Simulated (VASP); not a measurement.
# TaMo4 (Pm-3m) in VASP: further runs, part 2 of 2

VASP 6.6.1.

## 3. Single point, PBE, collinear spin

This run uses another cell than the first one, of 20.26 Å³/atom.

File INCAR:

```
PREC = Accurate
ENCUT = 520
EDIFF = 1E-6
ISMEAR = 0
SIGMA = 0.1
LREAL = False
LASPH = True
NELM = 150
ALGO = Fast
ISIF = 2
LWAVE = False
LCHARG = False
ISPIN = 2
MAGMOM = 0 1 1 1 1
LORBIT = 11
LMAXMIX = 4
GGA = PE
NBANDS = 46
```

File KPOINTS:

```
regular mesh
0
Gamma
  4 4 4
```

File POSCAR:

```
TaMo4
1.0
    4.6618505539      0.0000000000      0.0000000000
    0.0000000000      4.6618505539      0.0000000000
    0.0000000000      0.0000000000      4.6618505539
Ta Mo
1 4
Direct
    0.5000000000      0.5000000000      0.5000000000
    0.0000000000      0.5000000000      0.5000000000
    0.5000000000      0.0000000000      0.5000000000
    0.5000000000      0.5000000000      0.0000000000
    0.0000000000      0.0000000000      0.0000000000
```

Potentials or basis: VASP PAW PBE potentials, release 64 (Ta_pv, Mo_sv).

Command:

```bash
cat potpaw_PBE.64/Ta_pv/POTCAR potpaw_PBE.64/Mo_sv/POTCAR > POTCAR
mpirun -np 1 vasp_std > vasp.out
```

OUTCAR:

```text
PREC = Accurate
   ENCUT = 520
   EDIFF = 1E-6
   ISMEAR = 0
   LREAL = False
   LASPH = True
   NELM = 150
   ISIF = 2
   ISPIN = 2
   LORBIT = 11
   GGA = PE

 ion  position               nearest neighbor table
   1  0.500  0.500  0.500-   2 2.33   3 2.33   4 2.33   4 2.33   3 2.33   2 2.33
   2  0.000  0.500  0.500-   1 2.33   1 2.33   4 3.30   5 3.30   4 3.30   5 3.30   3 3.30   5 3.30
                             5 3.30   3 3.30   3 3.30   4 3.30   4 3.30   3 3.30
   3  0.500  0.000  0.500-   1 2.33   1 2.33   4 3.30   5 3.30   4 3.30   5 3.30   2 3.30   2 3.30
                             4 3.30   4 3.30   2 3.30   5 3.30   5 3.30   2 3.30
   4  0.500  0.500  0.000-   1 2.33   1 2.33   3 3.30   5 3.30   2 3.30   2 3.30   3 3.30   3 3.30
                             5 3.30   3 3.30   2 3.30   5 3.30   2 3.30   5 3.30
   5  0.000  0.000  0.000-   2 3.30   3 3.30   4 3.30   2 3.30   3 3.30   2 3.30   4 3.30   2 3.30
                             3 3.30   4 3.30   3 3.30   4 3.30

  LATTYP: Found a simple cubic cell.
 ALAT       =     4.6618505539

  Lattice vectors:

 A1 = (   4.6618505539,   0.0000000000,   0.0000000000)
 A2 = (   0.0000000000,   4.6618505539,   0.0000000000)
 A3 = (   0.0000000000,   0.0000000000,   4.6618505539)

Analysis of symmetry for initial positions (statically):
=====================================================================
 Subroutine PRICEL returns:
 Original cell was already a primitive cell.

 Routine SETGRP: Setting up the symmetry group for a
 simple cubic supercell.

 Subroutine GETGRP returns: Found 48 space group operations
 (whereof 48 operations were pure point group operations)
 out of a pool of 48 trial point group operations.

The static configuration has the point symmetry O_h .

Analysis of symmetry for dynamics (positions and initial velocities):
=====================================================================
 Subroutine PRICEL returns:
 Original cell was already a primitive cell.

 Routine SETGRP: Setting up the symmetry group for a
 simple cubic supercell.

 Subroutine GETGRP returns: Found 48 space group operations
 (whereof 48 operations were pure point group operations)
 out of a pool of 48 trial point group operations.

The dynamic configuration has the point symmetry O_h .

Analysis of structural, dynamic, and magnetic symmetry:
=====================================================================
 Subroutine PRICEL returns:
 Original cell was already a primitive cell.

 Routine SETGRP: Setting up the symmetry group for a
 simple cubic supercell.

 Subroutine GETGRP returns: Found 48 space group operations
 (whereof 48 operations were pure point group operations)
 out of a pool of 48 trial point group operations.

The overall configuration has the point symmetry O_h .

 Subroutine INISYM returns: Found 48 space group operations
 (whereof 48 operations are pure point group operations),
 and found     1 'primitive' translations

----------------------------------------------------------------------------------------

                                     Primitive cell

  volume of cell :     101.3153

  direct lattice vectors                    reciprocal lattice vectors
     4.661850554  0.000000000  0.000000000     0.214507091  0.000000000  0.000000000
     0.000000000  4.661850554  0.000000000     0.000000000  0.214507091  0.000000000
[... 84 lines left out ...]
   POTIM  = 0.5000    time-step for ionic-motion
   TEBEG  =    0.0;   TEEND  =   0.0 temperature during run
   PSTRESS=    0.0 pullay stress
   NELECT =      67.0000    total number of electrons
   NUPDOWN=      -1.0000    fix difference up-down
   EMIN   =  10.00;   EMAX   =-10.00  energy-range for DOS
   EFERMI =   0.00;   METHOD = LEGACY
   ISMEAR =     0;   SIGMA  =   0.10  broadening in eV -4-tet -1-fermi 0-gaus
   EFERMI_NEDOS =   21; number of points for ismear=-14 and -15
   IALGO  =     68    algorithm
   IMIX   =      4    mixing-type and parameters
     AMIX     =   0.40;   BMIX     =  1.00
     AMIX_MAG =   1.60;   BMIX_MAG =  1.00
  volume/ion in A,a.u.               =      20.26       136.74
  Fermi-wavevector in a.u.,A,eV,Ry     =   1.426291  2.695299 27.678406  2.034305
  Thomas-Fermi vector in A             =   2.546584
   LORBIT       =     11    0 simple, 1 ext, 2 COOP (PROOUT), +10 PAW based schemes
   GGA     = PE    functional components
   LHFCALC =     F    Hartree Fock is set to
   AEXX    =    0.0000 exact exchange contribution
   IVDW    =     0    specifies the selected vdW correction
   LEPSILON=     F    determine dielectric tensor
   LRPA    =     F    only Hartree local field effects (RPA)
 spin polarized calculation
 RMM-DIIS sequential band-by-band and
 Gauss-broadening in eV      SIGMA  =   0.10
  energy-cutoff  :      520.00
  volume of cell :      101.32
 maximum number of plane-waves:      2800
 NGX is ok and might be reduce to    36
   NGX = 17   NGY = 17   NGZ = 17

 number of electron      66.9999982 magnetization       0.5393258

 number of electron      66.9999982 magnetization      -0.0000622

 Free energy of the ion-electron system (eV)
  ---------------------------------------------------
  ext. energy  EPLUGINS =         0.00000000
  ---------------------------------------------------
  free energy    TOTEN  =       -45.14177200 eV

  energy without entropy =      -45.10865423  energy(sigma->0) =      -45.12521311

 E-fermi :   7.7643     XC(G=0): -11.7634

 val. band max:        7.6940839528   @ k =   0.5000   0.5000   0.0000
 cond. band min:       7.7833117446   @ k =   0.5000   0.5000   0.5000
 fundamental gap:      0.0892277918
 Fermi energy:         7.7642569401

 spin component 1

 k-point     1 :       0.0000    0.0000    0.0000
  band No.  band energies     occupation
      1     -53.5163      1.00000
      2     -53.1033      1.00000
      3     -53.0816      1.00000
      4     -53.0816      1.00000
      5     -28.8237      1.00000
      6     -28.8237      1.00000
[... 469 lines left out ...]
     44      10.7683      0.00000
     45      10.7812      0.00000
 Fermi energy:         7.7642569401

 spin component 2

 k-point     1 :       0.0000    0.0000    0.0000
  band No.  band energies     occupation
      1     -53.5165      1.00000
      2     -53.1033      1.00000
      3     -53.0815      1.00000
      4     -53.0815      1.00000
      5     -28.8237      1.00000
      6     -28.8237      1.00000
[... 469 lines left out ...]
     44      10.7761      0.00000
     45      10.7781      0.00000
 [bands above 45 left out]

------------------------ aborting loop because EDIFF is reached ----------------------------------------

  FORCE on cell =-STRESS in cart. coord.  units (eV):
  Direction    XX          YY          ZZ          XY          YZ          ZX
  --------------------------------------------------------------------------------------
  -------------------------------------------------------------------------------------
  Total        0.4916292      0.4916292      0.4916292     -0.0000000      0.0000000     -0.0000000
  in kB        7.7745131      7.7745131      7.7745131     -0.0000000      0.0000000     -0.0000000
  external PRESSURE =       7.7745131 kB  Pullay stress =       0.0000000 kB

 VOLUME and BASIS-vectors are now :
 -----------------------------------------------------------------------------
  energy-cutoff  :      520.00
  volume of cell :      101.32
      direct lattice vectors                 reciprocal lattice vectors
     4.661850554  0.000000000  0.000000000     0.214507091  0.000000000  0.000000000
     0.000000000  4.661850554  0.000000000     0.000000000  0.214507091  0.000000000
     0.000000000  0.000000000  4.661850554     0.000000000  0.000000000  0.214507091

 POSITION                                       TOTAL-FORCE (eV/Angst)
 -----------------------------------------------------------------------------------
      2.33093      2.33093      2.33093         0.000000      0.000000      0.000000
      0.00000      2.33093      2.33093         0.000000      0.000000      0.000000
      2.33093      0.00000      2.33093         0.000000      0.000000      0.000000
      2.33093      2.33093      0.00000         0.000000      0.000000      0.000000
      0.00000      0.00000      0.00000         0.000000      0.000000      0.000000
 -----------------------------------------------------------------------------------
    total drift:                                0.000000      0.000000      0.000000

  FREE ENERGIE OF THE ION-ELECTRON SYSTEM (eV)
  ---------------------------------------------------
  free  energy   TOTEN  =       -45.1417719963 eV

  energy  without entropy=      -45.1086542327  energy(sigma->0) =      -45.12521311

 total charge

# of ion       s       p       d       tot
------------------------------------------
    1        0.513   6.206   3.111   9.829
    2        2.316   6.110   4.076  12.502
    3        2.316   6.110   4.076  12.502
    4        2.316   6.110   4.076  12.502
    5        2.240   6.061   3.561  11.862
--------------------------------------------------
tot          9.702  30.597  18.900  59.199

 magnetization (x)

# of ion       s       p       d       tot
------------------------------------------
    1        0.000   0.000   0.000   0.000
    2        0.000   0.000   0.000   0.000
    3        0.000   0.000   0.000   0.000
    4        0.000   0.000   0.000   0.000
    5       -0.000  -0.000  -0.000  -0.000
--------------------------------------------------
tot          0.000   0.000  -0.000  -0.000
```

stdout:

```text
POSCAR found type information on POSCAR TaMo
 POSCAR found :  2 types and       5 ions
 scaLAPACK will be used
 LDA part: xc-table for (Slater+PW92), standard interpolation
 POSCAR, INCAR and KPOINTS ok, starting setup
 FFT: planning ... GRIDC
 FFT: planning ... GRID_SOFT
 FFT: planning ... GRID
 WAVECAR not read
 entering main loop
```

It took 3.8 min on 1 thread of Intel Xeon 8259CL, shared host; peak memory 0.28 GiB.

Results:

* Free energy: -45.1418 eV
* Pressure: 0.8 GPa
* Net moment: 0.00 μB per cell
* Valence electrons inside the program's atomic spheres: Ta 9.83; Mo 12.50, 11.86 (each value once)

Levels at points of the mesh, in eV from the Fermi level:
Spin up:
```tsv
k point	band 30	band 31	band 32	band 33	band 34	band 35	band 36	band 37
(0.00, 0.00, 0.00)	-1.14	-1.14	1.29	1.29	1.75	1.75	1.75	1.92
(0.50, 0.00, 0.00)	-1.57	-0.89	-0.08	0.09	0.09	0.20	0.20	0.61
(0.50, 0.50, 0.00)	-1.10	-1.02	-0.07	0.04	0.04	0.04	0.16	0.27
(0.50, 0.50, 0.50)	-0.56	-0.56	-0.42	-0.42	-0.42	0.02	1.42	1.42
```
Spin down:
```tsv
k point	band 31	band 32	band 33	band 34	band 35	band 36
(0.00, 0.00, 0.00)	-1.14	1.29	1.29	1.75	1.75	1.75
(0.50, 0.00, 0.00)	-0.89	-0.08	0.09	0.09	0.20	0.20
(0.50, 0.50, 0.00)	-1.02	-0.07	0.04	0.04	0.04	0.16
(0.50, 0.50, 0.50)	-0.56	-0.42	-0.42	-0.42	0.02	1.42
```

Caveat: spin-orbit coupling is left out, which moves the levels of the heavy elements.
